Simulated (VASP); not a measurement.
# CaS (Fm-3m) in VASP: further runs

CaS is run at these levels: PBE, PBE+D3(BJ); tasks: single point, relaxation of the atoms.

Program: VASP 6.6.1. These are calculated values, not measurements. Logs are shortened: lines on timing, memory, paths and dates and some standing lists are left out, and cuts for length are marked.

**1. The cell of the first run**

The structure is cubic, space group Fm-3m (No. 225). The conventional cell has a = 5.705 Å, b = 5.705 Å, c = 5.705 Å, α = 90.00°, β = 90.00°, γ = 90.00°. Within 3.8 Å of Ca (site symmetry m-3m) lie 6 S at 2.85 Å. Within 3.8 Å of S (site symmetry m-3m) lie 6 Ca at 2.85 Å.

**2. Single point, PBE**

INCAR

```
PREC = Accurate
ENCUT = 500
EDIFF = 1E-6
ISMEAR = 0
SIGMA = 0.1
LREAL = F
LASPH = T
NELM = 120
ALGO = Normal
ISIF = 2
LWAVE = F
LCHARG = T
GGA = PE
LELF = T
LVHAR = T
NBANDS = 15
GGA_COMPAT = F
```

KPOINTS

```
regular mesh
0
Gamma
  4 4 4
```

POSCAR

```
CaS
1.0
    0.0000000000      2.8523742917      2.8523742917
    2.8523742917      0.0000000000      2.8523742917
    2.8523742917      2.8523742917      0.0000000000
Ca S
1 1
Direct
    0.0000000000      0.0000000000      0.0000000000
    0.5000000000      0.5000000000      0.5000000000
```

Potentials or basis: VASP PAW PBE potentials, release 64 (Ca_sv, S).

Run with:

```console
cat potpaw_PBE.64/Ca_sv/POTCAR potpaw_PBE.64/S/POTCAR > POTCAR
mpirun -np 1 vasp_std > vasp.out
```

OUTCAR:

```text
PREC = Accurate
   ENCUT = 500
   EDIFF = 1E-6
   ISMEAR = 0
   LREAL = F
   LASPH = T
   NELM = 120
   ISIF = 2
   GGA = PE

 ion  position               nearest neighbor table
   1  0.000  0.000  0.000-   2 2.85   2 2.85   2 2.85   2 2.85   2 2.85   2 2.85
   2  0.500  0.500  0.500-   1 2.85   1 2.85   1 2.85   1 2.85   1 2.85   1 2.85

  LATTYP: Found a face centered cubic cell.
 ALAT       =     5.7047485834

  Lattice vectors:

 A1 = (   0.0000000000,   2.8523742917,   2.8523742917)
 A2 = (   2.8523742917,   0.0000000000,   2.8523742917)
 A3 = (   2.8523742917,   2.8523742917,   0.0000000000)

Analysis of symmetry for initial positions (statically):
=====================================================================
 Subroutine PRICEL returns:
 Original cell was already a primitive cell.

 Routine SETGRP: Setting up the symmetry group for a
 face centered cubic supercell.

 Subroutine GETGRP returns: Found 48 space group operations
 (whereof 48 operations were pure point group operations)
 out of a pool of 48 trial point group operations.

The static configuration has the point symmetry O_h .

Analysis of symmetry for dynamics (positions and initial velocities):
=====================================================================
 Subroutine PRICEL returns:
 Original cell was already a primitive cell.

 Routine SETGRP: Setting up the symmetry group for a
 face centered cubic supercell.

 Subroutine GETGRP returns: Found 48 space group operations
 (whereof 48 operations were pure point group operations)
 out of a pool of 48 trial point group operations.

The dynamic configuration has the point symmetry O_h .

 Subroutine INISYM returns: Found 48 space group operations
 (whereof 48 operations are pure point group operations),
 and found     1 'primitive' translations

----------------------------------------------------------------------------------------

                                     Primitive cell

  volume of cell :      46.4141

  direct lattice vectors                    reciprocal lattice vectors
     0.000000000  2.852374292  2.852374292    -0.175292563  0.175292563  0.175292563
     2.852374292  0.000000000  2.852374292     0.175292563 -0.175292563  0.175292563
     2.852374292  2.852374292  0.000000000     0.175292563  0.175292563 -0.175292563

  length of vectors
     4.033866408  4.033866408  4.033866408     0.303615625  0.303615625  0.303615625

  position of ions in fractional coordinates (direct lattice)
     0.000000000  0.000000000  0.000000000
     0.500000000  0.500000000  0.500000000

  ion indices of the primitive-cell ions
   primitive index   ion index
                 1           1
                 2           2

----------------------------------------------------------------------------------------

 KPOINTS: regular mesh

Automatic generation of k-mesh.
 Grid dimensions read from file:
 generate k-points for:    4    4    4

 Generating k-lattice:

  Cartesian coordinates                     Fractional coordinates (reciprocal lattice)
    -0.043823141  0.043823141  0.043823141     0.250000000  0.000000000  0.000000000
     0.043823141 -0.043823141  0.043823141     0.000000000  0.250000000  0.000000000
     0.043823141  0.043823141 -0.043823141     0.000000000  0.000000000  0.250000000

  Length of vectors
     0.075903906  0.075903906  0.075903906

  Shift w.r.t. Gamma in fractional coordinates (k-lattice)
     0.000000000  0.000000000  0.000000000

 Subroutine IBZKPT returns following result:
 ===========================================

 Found      8 irreducible k-points:

 Following reciprocal coordinates:
            Coordinates               Weight
  0.000000  0.000000  0.000000      1.000000
  0.250000  0.000000  0.000000      8.000000
  0.500000  0.000000  0.000000      4.000000
  0.250000  0.250000  0.000000      6.000000
  0.500000  0.250000  0.000000     24.000000
 -0.250000  0.250000  0.000000     12.000000
  0.500000  0.500000  0.000000      3.000000
 -0.250000  0.500000  0.250000      6.000000
   k-points           NKPTS =      8   k-points in BZ     NKDIM =      8   number of bands    NBANDS=     15
   number of dos      NEDOS =    301   number of ions     NIONS =      2
   total plane-waves  NPLWV =  27000
   dimension x,y,z NGX =    30 NGY =   30 NGZ =   30
   dimension x,y,z NGXF=    60 NGYF=   60 NGZF=   60
   ions per type =               1   1
   NGX,Y,Z   is equivalent  to a cutoff of  12.36, 12.36, 12.36 a.u.
   NGXF,Y,Z  is equivalent  to a cutoff of  24.73, 24.73, 24.73 a.u.
 SYSTEM =  unknown system
   PREC   = accura    normal or accurate (medium, high low for compatibility)
   ISTART =      0    job   : 0-new  1-cont  2-samecut
   ICHARG =      2    charge: 1-file 2-atom 10-const
   ISPIN  =      1    spin polarized calculation?
   LNONCOLLINEAR =      F non collinear calculations
   LSORBIT =      F    spin-orbit coupling
   LASPH  =      T    aspherical Exc in radial PAW
   ENCUT  =  500.0 eV  36.75 Ry    6.06 a.u.   7.35  7.35  7.35*2*pi/ulx,y,z
   NELM   =    120;   NELMIN=  2; NELMDL= -5     # of ELM steps
   EDIFF  = 0.1E-05   stopping-criterion for ELM
   LREAL  =      F    real-space projection
   EDIFFG = 0.1E-04   stopping-criterion for IOM
   NSW    =      0    number of steps for IOM
   IBRION =     -1    ionic relax: 0-MD 1-quasi-New 2-CG
   NFREE  =      0    steps in history (QN), initial steepest desc. (CG)
   ISIF   =      2    stress and relaxation
   ISYM   =      2    0-nonsym 1-usesym 2-fastsym
   POTIM  = 0.5000    time-step for ionic-motion
   TEBEG  =    0.0;   TEEND  =   0.0 temperature during run
   PSTRESS=    0.0 pullay stress
   NELECT =      16.0000    total number of electrons
   NUPDOWN=      -1.0000    fix difference up-down
   EMIN   =  10.00;   EMAX   =-10.00  energy-range for DOS
[... 5 lines left out ...]
     AMIX     =   0.40;   BMIX     =  1.00
     AMIX_MAG =   1.60;   BMIX_MAG =  1.00
  volume/ion in A,a.u.               =      23.21       156.61
  Fermi-wavevector in a.u.,A,eV,Ry     =   1.147885  2.169188 17.927575  1.317640
  Thomas-Fermi vector in A             =   2.284563
   LORBIT       =      0    0 simple, 1 ext, 2 COOP (PROOUT), +10 PAW based schemes
   GGA     = PE    functional components
   LHFCALC =     F    Hartree Fock is set to
   AEXX    =    0.0000 exact exchange contribution
   IVDW    =     0    specifies the selected vdW correction
   LEPSILON=     F    determine dielectric tensor
   LRPA    =     F    only Hartree local field effects (RPA)
 non-spin polarized calculation
 Gauss-broadening in eV      SIGMA  =   0.10
  energy-cutoff  :      500.00
  volume of cell :       46.41
 maximum number of plane-waves:      1243
 NGX is ok and might be reduce to    30
   NGX = 15   NGY = 15   NGZ = 15

 number of electron      16.0000004 magnetization

 Free energy of the ion-electron system (eV)
  ---------------------------------------------------
  ext. energy  EPLUGINS =         0.00000000
  ---------------------------------------------------
  free energy    TOTEN  =       -10.35348291 eV

  energy without entropy =      -10.35348291  energy(sigma->0) =      -10.35348291

 E-fermi :   3.2122     XC(G=0):  -9.2902

 val. band max:        2.7014938360   @ k =   0.0000   0.0000   0.0000
 cond. band min:       5.0619842006   @ k =   0.5000   0.5000   0.0000
 fundamental gap:      2.3604903646
 Fermi energy:         3.2121872508

 k-point     1 :       0.0000    0.0000    0.0000
  band No.  band energies     occupation
      1     -36.5274      2.00000
      2     -17.5065      2.00000
      3     -17.5065      2.00000
      4     -17.5065      2.00000
      5      -8.6067      2.00000
      6       2.7015      2.00000
      7       2.7015      2.00000
      8       2.7015      2.00000
      9       6.8131      0.00000
     10       6.8571      0.00000
     11       6.8571      0.00000
     12       6.8571      0.00000
     13       7.4458      0.00000
     14       7.4458      0.00000
     15      13.5500      0.00000

 k-point     2 :       0.2500    0.0000    0.0000
  band No.  band energies     occupation
      1     -36.5219      2.00000
      2     -17.5892      2.00000
      3     -17.5129      2.00000
      4     -17.5129      2.00000
      5      -8.2303      2.00000
      6       0.8860      2.00000
      7       2.0383      2.00000
      8       2.0383      2.00000
      9       6.9743      0.00000
     10       7.6588      0.00000
     11       7.6588      0.00000
     12       8.8575      0.00000
     13       8.8575      0.00000
     14       8.9230      0.00000
     15      13.0262      0.00000

 k-point     3 :       0.5000    0.0000    0.0000
  band No.  band energies     occupation
      1     -36.5163      2.00000
      2     -17.6690      2.00000
      3     -17.5194      2.00000
      4     -17.5194      2.00000
      5      -7.8062      2.00000
      6      -0.3760      2.00000
      7       1.5530      2.00000
      8       1.5530      2.00000
      9       7.9058      0.00000
     10       8.7374      0.00000
     11       8.8712      0.00000
     12       8.8712      0.00000
     13      10.8063      0.00000
     14      10.8063      0.00000
     15      11.5299      0.00000
[... 55 lines left out ...]
 k-point     7 :       0.5000    0.5000    0.0000
  band No.  band energies     occupation
      1     -36.5129      2.00000
      2     -17.6261      2.00000
      3     -17.5540      2.00000
      4     -17.5540      2.00000
      5      -7.9872      2.00000
      6       0.4344      2.00000
      7       1.8981      2.00000
      8       1.8981      2.00000
      9       5.0620      0.00000
     10       8.2844      0.00000
     11       8.6882      0.00000
     12       9.4422      0.00000
     13       9.4571      0.00000
     14       9.4571      0.00000
     15      13.0214      0.00000

 k-point     8 :      -0.2500    0.5000    0.2500
  band No.  band energies     occupation
      1     -36.5128      2.00000
      2     -17.5900      2.00000
      3     -17.5900      2.00000
      4     -17.5637      2.00000
      5      -7.8735      2.00000
      6       0.9288      2.00000
      7       0.9288      2.00000
      8       1.1606      2.00000
      9       7.5143      0.00000
     10       7.5143      0.00000
     11       8.6748      0.00000
     12       9.0969      0.00000
     13       9.4654      0.00000
     14      11.9618      0.00000
     15      12.7548      0.00000

------------------------ aborting loop because EDIFF is reached ----------------------------------------

  FORCE on cell =-STRESS in cart. coord.  units (eV):
  Direction    XX          YY          ZZ          XY          YZ          ZX
  --------------------------------------------------------------------------------------
  -------------------------------------------------------------------------------------
  Total        0.1332296      0.1332296      0.1332296      0.0000000     -0.0000000      0.0000000
  in kB        4.5989823      4.5989823      4.5989823      0.0000000     -0.0000000      0.0000000
  external PRESSURE =       4.5989823 kB  Pullay stress =       0.0000000 kB

 VOLUME and BASIS-vectors are now :
 -----------------------------------------------------------------------------
  energy-cutoff  :      500.00
  volume of cell :       46.41
      direct lattice vectors                 reciprocal lattice vectors
     0.000000000  2.852374292  2.852374292    -0.175292563  0.175292563  0.175292563
     2.852374292  0.000000000  2.852374292     0.175292563 -0.175292563  0.175292563
     2.852374292  2.852374292  0.000000000     0.175292563  0.175292563 -0.175292563

 POSITION                                       TOTAL-FORCE (eV/Angst)
 -----------------------------------------------------------------------------------
      0.00000      0.00000      0.00000         0.000000      0.000000      0.000000
      2.85237      2.85237      2.85237         0.000000      0.000000      0.000000
 -----------------------------------------------------------------------------------
    total drift:                               -0.000000      0.000000      0.000000

  FREE ENERGIE OF THE ION-ELECTRON SYSTEM (eV)
  ---------------------------------------------------
  free  energy   TOTEN  =       -10.3534829100 eV

  energy  without entropy=      -10.3534829100  energy(sigma->0) =      -10.35348291
```

Wall time 11 s (1 thread of Intel Xeon 8259CL, shared host); peak memory 0.16 GiB.

What came out:

```
Free energy            : -10.3535 eV
Pressure               : 0.5 GPa
Band gap on the k mesh : 2.36 eV, indirect (least direct gap 3.16 eV)
```

Levels at points of the mesh, in eV from the valence-band top:
| k point | band 5 | band 6 | band 7 | band 8 | band 9 | band 10 | band 11 | band 12 |
| --- | --- | --- | --- | --- | --- | --- | --- | --- |
| (0.00, 0.00, 0.00) | -11.31 | 0.00 | 0.00 | 0.00 | 4.11 | 4.16 | 4.16 | 4.16 |
| (0.50, 0.00, 0.00) | -10.51 | -3.08 | -1.15 | -1.15 | 5.20 | 6.04 | 6.17 | 6.17 |
| (0.50, 0.50, 0.00) | -10.69 | -2.27 | -0.80 | -0.80 | 2.36 | 5.58 | 5.99 | 6.74 |

Caveat: the k points lie up to 0.48 Å⁻¹ apart. Expect the measured gap to be larger: semilocal functionals such as PBE lack the derivative discontinuity.

[end of part 1 of 2]
